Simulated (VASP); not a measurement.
# H (P6_3/mmc) in VASP: further runs

The runs below take H through single point, relaxation of the atoms, with PBE.

All numbers are computed with VASP 6.6.1; they aren't measurements. Logs are shortened: lines on timing, memory, paths and dates and some standing lists are left out, and cuts for length are marked.

## Step 1: The cell of the first run

Symmetry: P6_3/mmc, No. 194, hexagonal system. Conventional cell: a = 3.871 Å, b = 3.871 Å, c = 5.077 Å, α = 90.00°, β = 90.00°, γ = 120.00°. Within 1.0 Å of H (site symmetry 3m) lie 1 H at 0.75 Å.

## Step 2: Single point, PBE

INCAR

```
PREC = Accurate
ENCUT = 500
EDIFF = 1E-6
ISMEAR = 1
SIGMA = 0.02
LREAL = F
LASPH = T
NELM = 120
ALGO = Normal
ISIF = 2
LWAVE = F
LCHARG = F
GGA = PE
NBANDS = 10
GGA_COMPAT = F
```

KPOINTS

```
Automatic mesh
0
Gamma
  9 9 6
```

POSCAR

```
H
1.0
    3.8711427836      0.0000000000      0.0000000000
   -1.9355713918      3.3525079923      0.0000000000
    0.0000000000      0.0000000000      5.0765865286
H
4
Direct
    0.3333333333      0.6666666667      0.1760596972
    0.6666666667      0.3333333333      0.6760596972
    0.6666666667      0.3333333333      0.8239403028
    0.3333333333      0.6666666667      0.3239403028
```

Potentials or basis: VASP PAW PBE potentials, release 64 (H).

Run with:

```bash
cat potpaw_PBE.64/H/POTCAR > POTCAR
mpirun -np 1 vasp_std > vasp.out
```

OUTCAR:

```text
PREC = Accurate
   ENCUT = 500
   EDIFF = 1E-6
   ISMEAR = 1
   LREAL = F
   LASPH = T
   NELM = 120
   ISIF = 2
   GGA = PE

 ion  position               nearest neighbor table
   1  0.333  0.667  0.176-   4 0.75
   2  0.667  0.333  0.676-   3 0.75
   3  0.667  0.333  0.824-   2 0.75
   4  0.333  0.667  0.324-   1 0.75

  LATTYP: Found a hexagonal cell.
 ALAT       =     3.8711427836
 C/A-ratio  =     1.3113922199

  Lattice vectors:

 A1 = (   3.8711427836,   0.0000000000,   0.0000000000)
 A2 = (  -1.9355713918,   3.3525079923,   0.0000000000)
 A3 = (   0.0000000000,   0.0000000000,   5.0765865286)

Analysis of symmetry for initial positions (statically):
=====================================================================
 Subroutine PRICEL returns:
 Original cell was already a primitive cell.

 Routine SETGRP: Setting up the symmetry group for a
 hexagonal supercell.

 Subroutine GETGRP returns: Found 24 space group operations
 (whereof 12 operations were pure point group operations)
 out of a pool of 24 trial point group operations.

The static configuration has the point symmetry D_3d.
 The point group associated with its full space group is D_6h.

Analysis of symmetry for dynamics (positions and initial velocities):
=====================================================================
 Subroutine PRICEL returns:
 Original cell was already a primitive cell.

 Routine SETGRP: Setting up the symmetry group for a
 hexagonal supercell.

 Subroutine GETGRP returns: Found 24 space group operations
 (whereof 12 operations were pure point group operations)
 out of a pool of 24 trial point group operations.

The dynamic configuration has the point symmetry D_3d.
 The point group associated with its full space group is D_6h.

 Subroutine INISYM returns: Found 24 space group operations
 (whereof 12 operations are pure point group operations),
 and found     1 'primitive' translations

----------------------------------------------------------------------------------------

                                     Primitive cell

  volume of cell :      65.8841

  direct lattice vectors                    reciprocal lattice vectors
     3.871142784  0.000000000  0.000000000     0.258321652  0.149142075  0.000000000
    -1.935571392  3.352507992  0.000000000     0.000000000  0.298284151  0.000000000
     0.000000000  0.000000000  5.076586529     0.000000000  0.000000000  0.196982755

  length of vectors
     3.871142784  3.871142784  5.076586529     0.298284151  0.298284151  0.196982755

  position of ions in fractional coordinates (direct lattice)
     0.333333333  0.666666667  0.176059697
     0.666666667  0.333333333  0.676059697
     0.666666667  0.333333333  0.823940303
     0.333333333  0.666666667  0.323940303

  ion indices of the primitive-cell ions
   primitive index   ion index
                 1           1
                 2           2
                 3           3
                 4           4

----------------------------------------------------------------------------------------

 KPOINTS: Automatic mesh

Automatic generation of k-mesh.
 Grid dimensions read from file:
 generate k-points for:    9    9    6

 Generating k-lattice:

  Cartesian coordinates                     Fractional coordinates (reciprocal lattice)
     0.028702406  0.016571342  0.000000000     0.111111111 -0.000000000  0.000000000
     0.000000000  0.033142683  0.000000000     0.000000000  0.111111111  0.000000000
     0.000000000  0.000000000  0.032830459     0.000000000  0.000000000  0.166666667

  Length of vectors
     0.033142683  0.033142683  0.032830459

  Shift w.r.t. Gamma in fractional coordinates (k-lattice)
     0.000000000  0.000000000  0.000000000

 Subroutine IBZKPT returns following result:
 ===========================================

 Found     48 irreducible k-points:

 Following reciprocal coordinates:
            Coordinates               Weight
  0.000000  0.000000  0.000000      1.000000
  0.111111 -0.000000  0.000000      6.000000
  0.222222 -0.000000  0.000000      6.000000
  0.333333  0.000000  0.000000      6.000000
  0.444444 -0.000000  0.000000      6.000000
  0.111111  0.111111  0.000000      6.000000
[... 16 lines left out ...]
  0.333333  0.222222  0.166667     24.000000
  0.333333  0.333333  0.166667      4.000000
 [... further k-points ...]
   k-points           NKPTS =     48   k-points in BZ     NKDIM =     48   number of bands    NBANDS=     10
   number of dos      NEDOS =    301   number of ions     NIONS =      4
   total plane-waves  NPLWV =  31360
   dimension x,y,z NGX =    28 NGY =   28 NGZ =   40
   dimension x,y,z NGXF=    56 NGYF=   56 NGZF=   80
   ions per type =               4
   NGX,Y,Z   is equivalent  to a cutoff of  12.02, 12.02, 13.10 a.u.
   NGXF,Y,Z  is equivalent  to a cutoff of  24.05, 24.05, 26.20 a.u.
 SYSTEM =  unknown system
   PREC   = accura    normal or accurate (medium, high low for compatibility)
   ISTART =      0    job   : 0-new  1-cont  2-samecut
   ICHARG =      2    charge: 1-file 2-atom 10-const
   ISPIN  =      1    spin polarized calculation?
   LNONCOLLINEAR =      F non collinear calculations
   LSORBIT =      F    spin-orbit coupling
   LASPH  =      T    aspherical Exc in radial PAW
   ENCUT  =  500.0 eV  36.75 Ry    6.06 a.u.   7.06  7.06  9.26*2*pi/ulx,y,z
   NELM   =    120;   NELMIN=  2; NELMDL= -5     # of ELM steps
   EDIFF  = 0.1E-05   stopping-criterion for ELM
   LREAL  =      F    real-space projection
   EDIFFG = 0.1E-04   stopping-criterion for IOM
   NSW    =      0    number of steps for IOM
   IBRION =     -1    ionic relax: 0-MD 1-quasi-New 2-CG
   NFREE  =      0    steps in history (QN), initial steepest desc. (CG)
   ISIF   =      2    stress and relaxation
   ISYM   =      2    0-nonsym 1-usesym 2-fastsym
   POTIM  = 0.5000    time-step for ionic-motion
   TEBEG  =    0.0;   TEEND  =   0.0 temperature during run
   PSTRESS=    0.0 pullay stress
   NELECT =       4.0000    total number of electrons
   NUPDOWN=      -1.0000    fix difference up-down
   EMIN   =  10.00;   EMAX   =-10.00  energy-range for DOS
   EFERMI =   0.00;   METHOD = LEGACY
   ISMEAR =     1;   SIGMA  =   0.02  broadening in eV -4-tet -1-fermi 0-gaus
   EFERMI_NEDOS =   21; number of points for ismear=-14 and -15
   IALGO  =     38    algorithm
   IMIX   =      4    mixing-type and parameters
     AMIX     =   0.40;   BMIX     =  1.00
     AMIX_MAG =   1.60;   BMIX_MAG =  1.00
  volume/ion in A,a.u.               =      16.47       111.15
  Fermi-wavevector in a.u.,A,eV,Ry     =   0.643430  1.215906  5.632839  0.414002
  Thomas-Fermi vector in A             =   1.710427
   LORBIT       =      0    0 simple, 1 ext, 2 COOP (PROOUT), +10 PAW based schemes
   GGA     = PE    functional components
   LHFCALC =     F    Hartree Fock is set to
   AEXX    =    0.0000 exact exchange contribution
   IVDW    =     0    specifies the selected vdW correction
   LEPSILON=     F    determine dielectric tensor
   LRPA    =     F    only Hartree local field effects (RPA)
 non-spin polarized calculation
 Methfessel and Paxton  Order N= 1 SIGMA  =   0.02
  energy-cutoff  :      500.00
  volume of cell :       65.88
 maximum number of plane-waves:      1695
   NGX = 15   NGY = 15   NGZ = 19

 number of electron       4.0000004 magnetization

 Free energy of the ion-electron system (eV)
  ---------------------------------------------------
  ext. energy  EPLUGINS =         0.00000000
  ---------------------------------------------------
  free energy    TOTEN  =       -13.57578641 eV

  energy without entropy =      -13.57582226  energy(sigma->0) =      -13.57579836

 E-fermi :  -8.9030     XC(G=0):  -4.5313

 val. band max:       -8.9135578157   @ k =   0.0000   0.0000   0.0000
 cond. band min:       0.4076693534   @ k =   0.0000   0.0000   0.0000
 fundamental gap:      9.3212271691
 Fermi energy:        -8.9030242183

 k-point     1 :       0.0000    0.0000    0.0000
  band No.  band energies     occupation
      1     -10.2779      2.00000
      2      -8.9136      1.76880
      3       0.4077      0.00000
      4       2.9516      0.00000
      5       6.0295      0.00000
      6       7.4754      0.00000
      7       8.1600      0.00000
      8       8.1600      0.00000
      9       9.5338      0.00000
     10       9.5338      0.00000

 k-point     2 :       0.1111   -0.0000    0.0000
  band No.  band energies     occupation
      1     -10.2162      2.00000
      2      -8.9190      1.97867
      3       0.5487      0.00000
      4       2.7686      0.00000
      5       5.4185      0.00000
      6       7.1879      0.00000
      7       7.4879      0.00000
      8       8.0741      0.00000
      9      10.2898      0.00000
     10      10.2928      0.00000

 k-point     3 :       0.2222   -0.0000    0.0000
  band No.  band energies     occupation
      1     -10.0441      2.00000
      2      -8.9448      2.01182
      3       0.9648      0.00000
      4       2.3011      0.00000
      5       4.4576      0.00000
      6       6.4018      0.00000
      7       6.6387      0.00000
      8       7.7913      0.00000
      9      10.4548      0.00000
     10      10.9189      0.00000
[... 248 lines left out ...]
 k-point    23 :       0.3333    0.2222    0.1667
  band No.  band energies     occupation
      1      -9.4517      2.00000
      2      -9.1852      2.00000
      3       1.4859      0.00000
      4       2.1579      0.00000
      5       2.9094      0.00000
      6       4.6983      0.00000
      7       5.5264      0.00000
      8       5.9911      0.00000
      9       9.9068      0.00000
     10      10.8527      0.00000

 k-point    24 :       0.3333    0.3333    0.1667
  band No.  band energies     occupation
      1      -9.3015      2.00000
      2      -9.3015      2.00000
      3       1.7401      0.00000
      4       2.3443      0.00000
      5       2.3443      0.00000
      6       5.0252      0.00000
      7       5.0252      0.00000
      8       5.5660      0.00000
      9       9.5518      0.00000
     10      12.4544      0.00000

 [... further k-points ...]

------------------------ aborting loop because EDIFF is reached ----------------------------------------

  FORCE on cell =-STRESS in cart. coord.  units (eV):
  Direction    XX          YY          ZZ          XY          YZ          ZX
  --------------------------------------------------------------------------------------
  -------------------------------------------------------------------------------------
  Total       -0.0640553     -0.0640553     -0.0960223      0.0000000      0.0000000      0.0000000
  in kB       -1.5577032     -1.5577032     -2.3350809      0.0000000      0.0000000      0.0000000
  external PRESSURE =      -1.8168291 kB  Pullay stress =       0.0000000 kB

 VOLUME and BASIS-vectors are now :
 -----------------------------------------------------------------------------
  energy-cutoff  :      500.00
  volume of cell :       65.88
      direct lattice vectors                 reciprocal lattice vectors
     3.871142784  0.000000000  0.000000000     0.258321652  0.149142075  0.000000000
    -1.935571392  3.352507992  0.000000000     0.000000000  0.298284151  0.000000000
     0.000000000  0.000000000  5.076586529     0.000000000  0.000000000  0.196982755

 POSITION                                       TOTAL-FORCE (eV/Angst)
 -----------------------------------------------------------------------------------
     -0.00000      2.23501      0.89378        -0.000000      0.000000      0.007867
      1.93557      1.11750      3.43208         0.000000     -0.000000      0.007867
      1.93557      1.11750      4.18280         0.000000     -0.000000     -0.007867
     -0.00000      2.23501      1.64451        -0.000000      0.000000     -0.007867
 -----------------------------------------------------------------------------------
    total drift:                               -0.000000      0.000000     -0.000000

  FREE ENERGIE OF THE ION-ELECTRON SYSTEM (eV)
  ---------------------------------------------------
  free  energy   TOTEN  =       -13.5757864133 eV

  energy  without entropy=      -13.5758222612  energy(sigma->0) =      -13.57579836
```

Wall time 23 s (1 thread of Intel Xeon 8259CL, shared host); peak memory 0.17 GiB.

What came out:

```yaml
Free_energy: -13.5758 eV
Pressure: -0.2 GPa
Largest_force: 0.008 eV/Å
Band_gap_on_the_k_mesh: 9.32 eV
```

Forces in eV/Å, atoms in the order of the input:
```
H    0.000  0.000  0.008
H    0.000  0.000  0.008
H    0.000  0.000 -0.008
H    0.000  0.000 -0.008
```

Stress tensor (GPa, compression positive):
```
-0.16  0.00  0.00
 0.00 -0.16  0.00
 0.00  0.00 -0.23
```

Levels at points of the mesh, in eV from the valence-band top:
```csv
k point,band 1,band 2,band 3,band 4,band 5,band 6,band 7
"(0.00, 0.00, 0.00)",-1.36,0.00,9.32,11.87,14.94,16.39,17.07
"(0.00, 0.00, 0.50)",-0.74,-0.74,10.32,10.32,17.00,17.00,18.18
```

Caveat: this functional lacks dispersion, which holds the molecules together, so the pressure and a relaxed volume are unreliable.

[end of part 1 of 2]
